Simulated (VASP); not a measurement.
Input of a VASP 6.6.1 run:

The input INCAR:

```
PREC = Accurate ; ENCUT = 520
EDIFF = 1E-6 ; ISMEAR = 0
SIGMA = 0.05 ; LREAL = False
LASPH = True ; NELM = 100
ALGO = Normal ; ISIF = 2
LWAVE = False ; LCHARG = False
GGA = PE ; NBANDS = 13
```

Contents of KPOINTS:

```
Automatic mesh
0
Gamma
  8 8 8
```

File POSCAR:

```
W
1.0
    0.0000000000      1.9906732401      1.9906732401
    1.9906732401      0.0000000000      1.9906732401
    1.9906732401      1.9906732401      0.0000000000
W
1
Direct
    0.0000000000      0.0000000000      0.0000000000
```

Potentials or basis: VASP PAW PBE potentials, release 64 (W_sv).

Run with:

```console
$ cat potpaw_PBE.64/W_sv/POTCAR > POTCAR
$ mpirun -np 1 vasp_std > vasp.out
```

(1) Estimate the pressure.

(2) Estimate the band gap on the k mesh.

Answers

(1) 14.1 GPa.

(2) zero (band 7 reaches 14.31 eV, above the bottom of band 8 at 10.42 eV).

Caveat: spin-orbit coupling is left out, which moves the levels of the heavy elements.
